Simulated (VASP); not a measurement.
# SrTiO3 (P4mm) in VASP: a series of runs, part 2 of 2

VASP 6.6.1. Earlier steps stand in the parts before.

## (5) Single point, PBE (mode 1 frozen in at -0.038 Å and mode 7 at -0.173 Å (largest displacements))

INCAR

```
PREC = Accurate
ENCUT = 520
EDIFF = 1E-7
ISMEAR = 0
SIGMA = 0.05
LREAL = False
LASPH = True
NELM = 80
ALGO = Normal
ISIF = 2
LWAVE = False
LCHARG = True
GGA = PE
LELF = True
LVHAR = True
NBANDS = 28
```

KPOINTS

```
Automatic mesh
0
Gamma
  8 8 8
```

POSCAR

```
SrTiO3
1.0
    3.9364094381      0.0000000000      0.0000000000
    0.0000000000      3.9364094381      0.0000000000
    0.0000000000      0.0000000000      3.9364094381
Sr Ti O
1 1 3
Direct
   -0.0346045779      0.0000000000      0.0000000000
    0.5503517184      0.5000000000      0.5000000000
    0.0054913412      0.5000000000      0.5000000000
    0.5166889008      0.0000000000      0.5000000000
    0.5166889008      0.5000000000      0.0000000000
```

Potentials or basis: VASP PAW PBE potentials, release 64 (Sr_sv, Ti_sv, O).

The run is started by

```
$ cat potpaw_PBE.64/Sr_sv/POTCAR potpaw_PBE.64/Ti_sv/POTCAR potpaw_PBE.64/O/POTCAR > POTCAR
$ mpirun -np 1 vasp_std > vasp.out
```

OUTCAR:

```text
PREC = Accurate
   ENCUT = 520
   EDIFF = 1E-7
   ISMEAR = 0
   LREAL = False
   LASPH = True
   NELM = 80
   ISIF = 2
   GGA = PE

 ion  position               nearest neighbor table
   1  0.965  0.000  0.000-   4 2.64   5 2.64   4 2.64   5 2.64   3 2.79   3 2.79   3 2.79   3 2.79
                             4 2.93   5 2.93   4 2.93   5 2.93   2 3.23   2 3.23   2 3.23   2 3.23
   2  0.550  0.500  0.500-   3 1.79   4 1.97   5 1.97   5 1.97   4 1.97   3 2.14   1 3.23   1 3.23
                             1 3.23   1 3.23   1 3.61   1 3.61   1 3.61   1 3.61
   3  0.005  0.500  0.500-   2 1.79   2 2.14   1 2.79   1 2.79   1 2.79   1 2.79
   4  0.517  0.000  0.500-   2 1.97   2 1.97   1 2.64   1 2.64   1 2.93   1 2.93
[... 951 lines left out ...]
  Total        2.6180338      1.0698772      1.0698772      0.0000000      0.0000000      0.0000000
  in kB       68.7677848     28.1024200     28.1024200      0.0000000      0.0000000      0.0000000
  external PRESSURE =      41.6575416 kB  Pullay stress =       0.0000000 kB

 VOLUME and BASIS-vectors are now :
 -----------------------------------------------------------------------------
  energy-cutoff  :      520.00
  volume of cell :       61.00
      direct lattice vectors                 reciprocal lattice vectors
     3.936409438  0.000000000  0.000000000     0.254038615  0.000000000  0.000000000
     0.000000000  3.936409438  0.000000000     0.000000000  0.254038615  0.000000000
     0.000000000  0.000000000  3.936409438     0.000000000  0.000000000  0.254038615

 POSITION                                       TOTAL-FORCE (eV/Angst)
 -----------------------------------------------------------------------------------
      3.80019      0.00000      0.00000         1.017549      0.000000      0.000000
      2.16641      1.96820      1.96820        -1.541984      0.000000      0.000000
      0.02162      1.96820      1.96820         0.716345      0.000000     -0.000000
      2.03390      0.00000      1.96820        -0.095955     -0.000000      0.000000
      2.03390      1.96820      0.00000        -0.095955      0.000000      0.000000
 -----------------------------------------------------------------------------------
    total drift:                                0.000248      0.000000      0.000003

  FREE ENERGIE OF THE ION-ELECTRON SYSTEM (eV)
  ---------------------------------------------------
  free  energy   TOTEN  =       -39.9202374351 eV

  energy  without entropy=      -39.9202374351  energy(sigma->0) =      -39.92023744
```

OSZICAR:

```text
N       E                     dE             d eps       ncg     rms          rms(c)
DAV:   1     0.430453591749E+03    0.43045E+03   -0.21223E+04  4200   0.158E+03
DAV:   2    -0.277799897547E+01   -0.43323E+03   -0.41283E+03  4720   0.438E+02
DAV:   3    -0.477680644670E+02   -0.44990E+02   -0.44629E+02  5756   0.136E+02
DAV:   4    -0.499793530787E+02   -0.22113E+01   -0.22062E+01  6400   0.262E+01
DAV:   5    -0.500321645717E+02   -0.52811E-01   -0.52803E-01  5812   0.340E+00    0.271E+01
DAV:   6    -0.399878435797E+02    0.10044E+02   -0.52495E+01  6152   0.656E+01    0.148E+01
DAV:   7    -0.400311373631E+02   -0.43294E-01   -0.94026E+00  5536   0.237E+01    0.114E+01
DAV:   8    -0.399310069784E+02    0.10013E+00   -0.11101E+00  5200   0.114E+01    0.364E+00
DAV:   9    -0.399348042324E+02   -0.37973E-02   -0.24522E-01  5304   0.370E+00    0.129E+00
DAV:  10    -0.399212213729E+02    0.13583E-01   -0.70847E-02  5472   0.254E+00    0.438E-01
DAV:  11    -0.399205084896E+02    0.71288E-03   -0.10833E-02  6396   0.109E+00    0.176E-01
DAV:  12    -0.399202909521E+02    0.21754E-03   -0.12814E-03  5032   0.409E-01    0.111E-01
DAV:  13    -0.399202342916E+02    0.56660E-04   -0.34859E-04  6060   0.211E-01    0.525E-02
DAV:  14    -0.399202399008E+02   -0.56091E-05   -0.21050E-04  4880   0.974E-02    0.285E-02
DAV:  15    -0.399202371228E+02    0.27779E-05   -0.19987E-05  5060   0.359E-02    0.109E-02
DAV:  16    -0.399202376747E+02   -0.55185E-06   -0.28625E-06  4932   0.165E-02    0.103E-02
DAV:  17    -0.399202374422E+02    0.23242E-06   -0.23187E-06  4984   0.168E-02    0.204E-03
DAV:  18    -0.399202374351E+02    0.71650E-08   -0.13571E-07  3468   0.414E-03
   1 F= -.39920237E+02 E0= -.39920237E+02  d E =-.180759E-22
```

Wall time 64 s (1 thread of Intel Xeon 6975P-C (Granite Rapids), shared host); peak memory 0.26 GiB.

Results:

```
Free energy            : -39.9202 eV
Pressure               : 4.2 GPa
Largest force          : 1.542 eV/Å
Band gap on the k mesh : 1.87 eV, indirect (least direct gap 2.40 eV)
```

Forces on the atoms (eV/Å):
```
Sr   1.018  0.000  0.000
Ti  -1.542  0.000  0.000
O    0.716  0.000  0.000
O   -0.096  0.000  0.000
O   -0.096  0.000  0.000
```

Caveat: the cell differs from its parent crystal (mode 1 frozen in at -0.038 Å and mode 7 at -0.173 Å (largest displacements)); forces of over 1 eV/Å act on the atoms, so gaps and moduli don't describe the material at rest.

## (6) Single point, PBE (mode 1 frozen in at -0.077 Å and mode 7 at -0.288 Å (largest displacements))

INCAR

```
PREC = Accurate
ENCUT = 520
EDIFF = 1E-6
ISMEAR = 0
SIGMA = 0.05
LREAL = False
LASPH = True
NELM = 80
ALGO = Normal
ISIF = 2
LWAVE = False
LCHARG = False
GGA = PE
NBANDS = 28
```

KPOINTS

```
regular mesh
0
Gamma
  8 8 8
```

POSCAR

```
SrTiO3
1.0
    3.9364094381      0.0000000000      0.0000000000
    0.0000000000      3.9364094381      0.0000000000
    0.0000000000      0.0000000000      3.9364094381
Sr Ti O
1 1 3
Direct
   -0.0572186129      0.0000000000      0.0000000000
    0.5860708125      0.5000000000      0.5000000000
    0.0059005411      0.5000000000      0.5000000000
    0.5249747023      0.0000000000      0.5000000000
    0.5249747023      0.5000000000      0.0000000000
```

Potentials or basis: VASP PAW PBE potentials, release 64 (Sr_sv, Ti_sv, O).

The run is started by

```
$ cat potpaw_PBE.64/Sr_sv/POTCAR potpaw_PBE.64/Ti_sv/POTCAR potpaw_PBE.64/O/POTCAR > POTCAR
$ mpirun -np 1 vasp_std > vasp.out
```

Wall time 56 s (1 thread of Intel Xeon 6975P-C (Granite Rapids), shared host); peak memory 0.26 GiB.

Results (log left out):

```
Free energy            : -39.3370 eV
Pressure               : 12.0 GPa
Largest force          : 5.645 eV/Å
Band gap on the k mesh : 1.94 eV, indirect (least direct gap 2.53 eV)
```

Forces in eV/Å, atoms in the order of the input:
```
Sr   1.684  0.000  0.000
Ti  -5.645  0.000  0.000
O    3.915  0.000  0.000
O    0.023  0.000  0.000
O    0.023  0.000  0.000
```

Stress tensor (GPa, compression positive):
```
22.46  0.00  0.00
 0.00  6.74  0.00
 0.00  0.00  6.74
```

Levels at points of the mesh, in eV from the valence-band top:
```tsv
k point	band 18	band 19	band 20	band 21	band 22	band 23
(0.00, 0.00, 0.00)	-1.19	-0.58	-0.58	1.94	3.20	3.20
(0.50, 0.00, 0.00)	-1.95	-0.68	-0.68	2.10	4.50	4.50
(0.00, 0.50, 0.00)	-1.61	-1.30	-1.22	3.40	3.85	4.20
(0.50, 0.50, 0.00)	-1.43	-1.38	-0.37	3.87	4.55	4.67
(0.00, 0.50, 0.50)	-2.02	-1.80	-0.09	4.17	4.26	4.26
(0.50, 0.50, 0.50)	-0.30	-0.30	0.00	4.40	4.70	4.70
```

Caveat: the cell differs from its parent crystal (mode 1 frozen in at -0.077 Å and mode 7 at -0.288 Å (largest displacements)); forces of over 1 eV/Å act on the atoms, so gaps and moduli don't describe the material at rest.
